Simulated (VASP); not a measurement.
# Al4Co3Ni in VASP: notebook

The runs below take Al4Co3Ni through single point, with PBE.

All numbers are computed with VASP 6.6.1; they aren't measurements. Logs are shortened: lines on timing, memory, paths and dates and some standing lists are left out, and cuts for length are marked.

## (1) The cell of the first run

Symmetry: I4/mmm, No. 139, tetragonal system. Conventional cell: a = 5.726 Å, b = 5.726 Å, c = 5.736 Å, α = 90.00°, β = 90.00°, γ = 90.00°. Al (site symmetry 2/m) has 6 Co at 2.48 Å and 2 Ni at 2.48 Å and 6 Al at 2.86 to 2.87 Å within 3.3 Å. Co (site symmetry mmm) has 8 Al at 2.48 Å and 4 Co at 2.86 to 2.87 Å and 2 Ni at 2.86 Å within 3.3 Å. Co (site symmetry 4/mmm) has 8 Al at 2.48 Å and 4 Co at 2.86 Å and 2 Ni at 2.87 Å within 3.3 Å. Ni (site symmetry 4/mmm) has 8 Al at 2.48 Å and 6 Co at 2.86 to 2.87 Å within 3.3 Å.

## (2) Single point, PBE, collinear spin, ferrimagnetic start

INCAR

```
SYSTEM = Al4Co3Ni
PREC = Accurate
ENCUT = 520
EDIFF = 1E-7
ISMEAR = 0
SIGMA = 0.1
LREAL = .False.
LASPH = .True.
NELM = 150
ALGO = Normal
ISIF = 2
LWAVE = .False.
LCHARG = .False.
ISPIN = 2
MAGMOM = 0 0 0 0 -3 -3 3 2
LORBIT = 11
LMAXMIX = 4
GGA = PE
NBANDS = 38
```

KPOINTS

```
Automatic mesh
0
Gamma
  4 4 4
  0 0 0
```

POSCAR

```
Al4Co3Ni
1.0
   -2.8631109192      2.8678006172      2.8631109192
    2.8631109192     -2.8678006172      2.8631109192
    2.8631109192      2.8678006172     -2.8631109192
Al Co Ni
4 3 1
Direct
    0.5000000000      0.0000000000      0.0000000000
    0.0000000000      0.0000000000      0.5000000000
    0.5000000000      0.5000000000      0.5000000000
    0.0000000000      0.5000000000      0.0000000000
    0.0000000000      0.5000000000      0.5000000000
    0.5000000000      0.5000000000      0.0000000000
    0.5000000000      0.0000000000      0.5000000000
    0.0000000000      0.0000000000      0.0000000000
```

Potentials or basis: VASP PAW PBE potentials, release 64 (Al, Co, Ni).

Run with:

```
cat potpaw_PBE.64/Al/POTCAR potpaw_PBE.64/Co/POTCAR potpaw_PBE.64/Ni/POTCAR > POTCAR
mpirun -np 1 vasp_std > vasp.out
```

OUTCAR:

```text
SYSTEM = Al4Co3Ni
   PREC = Accurate
   ENCUT = 520
   EDIFF = 1E-7
   ISMEAR = 0
   LREAL = .False.
   LASPH = .True.
   NELM = 150
   ISIF = 2
   ISPIN = 2
   LORBIT = 11
   GGA = PE

 ion  position               nearest neighbor table
   1  0.500  0.000  0.000-   5 2.48   6 2.48   7 2.48   8 2.48   7 2.48   6 2.48   8 2.48   5 2.48
                             3 2.86   3 2.86   4 2.86   4 2.86   2 2.87   2 2.87
   2  0.000  0.000  0.500-   5 2.48   6 2.48   7 2.48   8 2.48   8 2.48   5 2.48   7 2.48   6 2.48
                             4 2.86   3 2.86   3 2.86   4 2.86   1 2.87   1 2.87
   3  0.500  0.500  0.500-   5 2.48   6 2.48   7 2.48   8 2.48   6 2.48   7 2.48   5 2.48   8 2.48
                             1 2.86   1 2.86   2 2.86   2 2.86   4 2.87   4 2.87
   4  0.000  0.500  0.000-   5 2.48   6 2.48   7 2.48   8 2.48   5 2.48   8 2.48   6 2.48   7 2.48
                             2 2.86   1 2.86   1 2.86   2 2.86   3 2.87   3 2.87
   5  0.000  0.500  0.500-   1 2.48   2 2.48   3 2.48   4 2.48   4 2.48   2 2.48   3 2.48   1 2.48
                             8 2.86   7 2.86   7 2.86   8 2.86   6 2.87   6 2.87
   6  0.500  0.500  0.000-   1 2.48   2 2.48   3 2.48   4 2.48   3 2.48   1 2.48   4 2.48   2 2.48
                             7 2.86   7 2.86   8 2.86   8 2.86   5 2.87   5 2.87
   7  0.500  0.000  0.500-   1 2.48   2 2.48   3 2.48   4 2.48   1 2.48   3 2.48   2 2.48   4 2.48
                             6 2.86   5 2.86   5 2.86   6 2.86   8 2.87   8 2.87
   8  0.000  0.000  0.000-   1 2.48   2 2.48   3 2.48   4 2.48   2 2.48   4 2.48   1 2.48   3 2.48
                             5 2.86   5 2.86   6 2.86   6 2.86   7 2.87   7 2.87

  LATTYP: Found a body centered tetragonal cell.
 ALAT       =     5.7262218384
 C/A-ratio  =     1.0016379729

  Lattice vectors:

 A1 = (  -2.8631109192,  -2.8678006172,   2.8631109192)
 A2 = (   2.8631109192,  -2.8678006172,  -2.8631109192)
 A3 = (   2.8631109192,   2.8678006172,   2.8631109192)

Analysis of symmetry for initial positions (statically):
=====================================================================
 Subroutine PRICEL returns:
 Original cell was already a primitive cell.

 Routine SETGRP: Setting up the symmetry group for a
 body centered tetragonal supercell.

 Subroutine GETGRP returns: Found 16 space group operations
 (whereof 16 operations were pure point group operations)
 out of a pool of 16 trial point group operations.

The static configuration has the point symmetry D_4h.

Analysis of symmetry for dynamics (positions and initial velocities):
=====================================================================
 Subroutine PRICEL returns:
 Original cell was already a primitive cell.

 Routine SETGRP: Setting up the symmetry group for a
 body centered tetragonal supercell.

 Subroutine GETGRP returns: Found 16 space group operations
 (whereof 16 operations were pure point group operations)
[... 170 lines left out ...]
 cond. band min:      10.3971471840   @ k =  -0.2500   0.2500   0.2500
 fundamental gap:      0.0230531746
 Fermi energy:        10.3892023596

 spin component 1

 k-point     1 :       0.0000    0.0000    0.0000
  band No.  band energies     occupation
      1      -0.7054      1.00000
      2       5.1054      1.00000
      3       5.1054      1.00000
      4       5.1167      1.00000
      5       7.1192      1.00000
      6       7.1299      1.00000
[... 496 lines left out ...]
     35      18.6948      0.00000
     36      18.6948      0.00000
 Fermi energy:        10.3892023596

 spin component 2

 k-point     1 :       0.0000    0.0000    0.0000
  band No.  band energies     occupation
      1      -0.7052      1.00000
      2       5.1067      1.00000
      3       5.1067      1.00000
      4       5.1133      1.00000
      5       7.1163      1.00000
      6       7.1306      1.00000
[... 496 lines left out ...]
     35      18.6944      0.00000
     36      18.6957      0.00000
 [bands above 36 left out]

------------------------ aborting loop because EDIFF is reached ----------------------------------------

  FORCE on cell =-STRESS in cart. coord.  units (eV):
  Direction    XX          YY          ZZ          XY          YZ          ZX
  --------------------------------------------------------------------------------------
  -------------------------------------------------------------------------------------
  Total       -0.0158369     -0.0798442     -0.0158369      0.0000000      0.0000000      0.0000000
  in kB       -0.2698332     -1.3604056     -0.2698332      0.0000000      0.0000000      0.0000000
  external PRESSURE =      -0.6333574 kB  Pullay stress =       0.0000000 kB

 VOLUME and BASIS-vectors are now :
 -----------------------------------------------------------------------------
  energy-cutoff  :      520.00
  volume of cell :       94.03
      direct lattice vectors                 reciprocal lattice vectors
    -2.863110919  2.867800617  2.863110919     0.000000000  0.174349638  0.174635218
     2.863110919 -2.867800617  2.863110919     0.174635218  0.000000000  0.174635218
     2.863110919  2.867800617 -2.863110919     0.174635218  0.174349638  0.000000000

 POSITION                                       TOTAL-FORCE (eV/Angst)
 -----------------------------------------------------------------------------------
     -1.43156      1.43390      1.43156        -0.000000     -0.000000     -0.000000
      1.43156      1.43390     -1.43156        -0.000000     -0.000000     -0.000000
      1.43156      1.43390      1.43156         0.000000     -0.000000     -0.000000
      1.43156     -1.43390      1.43156         0.000000     -0.000000     -0.000000
      2.86311      0.00000      0.00000        -0.000000      0.000000      0.000000
      0.00000      0.00000      2.86311         0.000000      0.000000      0.000000
      0.00000      2.86780      0.00000        -0.000000      0.000000     -0.000000
      0.00000      0.00000      0.00000        -0.000000     -0.000000     -0.000000
 -----------------------------------------------------------------------------------
    total drift:                               -0.000000     -0.000000      0.000000

  FREE ENERGIE OF THE ION-ELECTRON SYSTEM (eV)
  ---------------------------------------------------
  free  energy   TOTEN  =       -46.4020441442 eV

  energy  without entropy=      -46.3627925553  energy(sigma->0) =      -46.38241835

 total charge

# of ion       s       p       d       tot
------------------------------------------
    1        0.391   0.422   0.000   0.813
    2        0.391   0.422   0.000   0.813
    3        0.391   0.422   0.000   0.813
    4        0.391   0.422   0.000   0.813
    5        0.431   0.486   7.513   8.430
    6        0.431   0.486   7.513   8.430
    7        0.431   0.486   7.512   8.429
    8        0.480   0.529   8.472   9.482
--------------------------------------------------
tot          3.339   3.675  31.009  38.023

 magnetization (x)

# of ion       s       p       d       tot
------------------------------------------
    1        0.000   0.000   0.000   0.000
    2        0.000   0.000   0.000   0.000
    3        0.000   0.000   0.000   0.000
    4        0.000   0.000   0.000   0.000
    5       -0.001   0.000  -0.072  -0.073
    6       -0.001   0.000  -0.072  -0.073
    7        0.001  -0.000   0.136   0.136
    8        0.000   0.000  -0.001  -0.001
--------------------------------------------------
tot         -0.000   0.000  -0.010  -0.010
```

Wall time 7.5 min (1 thread of Intel Xeon 8259CL, shared host); peak memory 0.33 GiB.

Results:

```
Free energy                                           : -46.4020 eV
Pressure                                              : -0.1 GPa
Net moment                                            : -0.01 μB per cell
Site moments                                          : Al +0.00; Co -0.07, +0.14 (each value once); Ni -0.00 μB
Valence electrons inside the program's atomic spheres : Al 0.81; Co 8.43; Ni 9.48
```

Caveat: the k points lie up to 0.39 Å⁻¹ apart.

## (3) Single point, PBE, collinear spin, ferrimagnetic start

This run uses another cell than the first one, of 12.99 Å³/atom.

INCAR

```
PREC = Accurate ; ENCUT = 520
EDIFF = 1E-6 ; ISMEAR = 0
SIGMA = 0.1 ; LREAL = False
LASPH = True ; NELM = 150
ALGO = Normal ; ISIF = 2
LWAVE = False ; LCHARG = True
ISPIN = 2 ; MAGMOM = 0 0 0 0 -3 -3 3 2
LORBIT = 11 ; LMAXMIX = 4
GGA = PE ; LELF = True
LVHAR = True ; NBANDS = 38
```

KPOINTS

```
Automatic mesh
0
Gamma
  4 4 4
```

Changes to POSCAR since step 2:

```diff
@@ -2,5 +2,5 @@
 1.0
-   -2.8631109192      2.8678006172      2.8631109192
-    2.8631109192     -2.8678006172      2.8631109192
-    2.8631109192      2.8678006172     -2.8631109192
+   -2.9617105800      2.9617105800      2.9617105800
+    2.9617105800     -2.9617105800      2.9617105800
+    2.9617105800      2.9617105800     -2.9617105800
 Al Co Ni
```

Potentials or basis: VASP PAW PBE potentials, release 64 (Al, Co, Ni).

Run with:

```
cat potpaw_PBE.64/Al/POTCAR potpaw_PBE.64/Co/POTCAR potpaw_PBE.64/Ni/POTCAR > POTCAR
mpirun -np 1 vasp_std > vasp.out
```

It took 5.8 min on 1 thread of Intel Xeon 8259CL, shared host; peak memory 0.33 GiB.

It converged, with:

| Quantity | Value |
| --- | --- |
| Free energy | -45.9375 eV |
| Pressure | -13.7 GPa |
| Net moment | -0.16 μB per cell |
| Site moments | Al +0.00; Co -0.28, +0.39 (each value once); Ni -0.01 μB |
| Valence electrons inside the program's atomic spheres | Al 0.76; Co 8.26, 8.25 (each value once); Ni 9.32 |

Stress tensor (GPa, compression positive):
```
-13.76   0.00   0.00
  0.00 -13.48   0.00
  0.00   0.00 -13.76
```

Levels at points of the mesh, in eV from the Fermi level:
Spin up:
```tsv
k point	band 21	band 22	band 23	band 24	band 25	band 26	band 27	band 28
(0.00, 0.00, 0.00)	-1.16	-0.86	-0.78	-0.78	-0.56	-0.38	-0.13	1.83
(0.50, 0.00, 0.00)	-1.13	-1.05	-0.61	-0.61	-0.04	0.15	1.31	1.40
(0.00, 0.50, 0.00)	-1.02	-0.90	-0.81	-0.54	-0.31	0.42	1.15	1.50
(0.50, 0.50, 0.50)	-0.73	-0.58	-0.36	-0.12	0.15	0.26	2.25	2.25
```
Spin down:
```
           k point  band 20  band 21  band 22  band 23  band 24  band 25  band 26  band 27  band 28  band 29
(0.00, 0.00, 0.00)    -1.26    -1.26    -0.85    -0.85    -0.82    -0.63    -0.42    -0.26     1.79     1.89
(0.50, 0.00, 0.00)    -1.29    -1.09    -1.00    -0.76    -0.58    -0.26     0.24     1.18     1.43     2.59
(0.00, 0.50, 0.00)    -1.33    -1.19    -1.08    -0.68    -0.60    -0.04    -0.01     1.32     1.33     2.66
(0.50, 0.50, 0.50)    -0.78    -0.76    -0.58    -0.48    -0.23     0.10     0.13     2.25     2.25     2.25
```

Caveat: the k points lie up to 0.38 Å⁻¹ apart.
